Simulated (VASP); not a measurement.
A run of VASP 6.6.1 is set up as follows.

The input INCAR:

```
SYSTEM = CdInS2
  ALGO = Normal
  EDIFF = 1E-7
  ENCUT = 520
  GGA = PE
  ISIF = 2
  ISMEAR = 0
  LASPH = .TRUE.
  LCHARG = .TRUE.
  LELF = .TRUE.
  LREAL = .FALSE.
  LVHAR = .TRUE.
  LWAVE = .FALSE.
  NBANDS = 26
  NELM = 60
  PREC = Accurate
  SIGMA = 0.15
```

Contents of KPOINTS:

```
k-points
0
G
  12 12 6
  0 0 0
```

Contents of POSCAR:

```
CdInS2
1.0
    3.9376172829      0.0000000000      0.0000000000
   -1.9688086414      3.4100765974      0.0000000000
    0.0000000000      0.0000000000      6.5821210500
Cd In S
1 1 2
Direct
    0.0000000000      0.0000000000      0.0000000000
    0.0000000000      0.0000000000      0.5000000000
    0.6666666667      0.3333333333      0.8067465330
    0.3333333333      0.6666666667      0.1932534670
```

Potentials or basis: VASP PAW PBE potentials, release 64 (Cd, In_d, S).

Launch:

```sh
$ cat potpaw_PBE.64/Cd/POTCAR potpaw_PBE.64/In_d/POTCAR potpaw_PBE.64/S/POTCAR > POTCAR
$ mpirun -np 1 vasp_std > vasp.out
```

Task: Estimate the pressure.

Result: 4.4 GPa.

Task: What does it give for the band gap on the k mesh?

Result: Zero (an odd number of electrons rules out a gap without spin polarisation).

Forces on the atoms (eV/Å):
```
Cd   0.000  0.000  0.000
In   0.000  0.000  0.000
S    0.000  0.000 -1.861
S    0.000  0.000  1.861
```

Caveat: the cell stands under pressure; spin-orbit coupling is left out, which moves the levels of the heavy elements; an odd number of electrons without spin polarisation forces a metal; a magnetic or distorted state may lie lower.
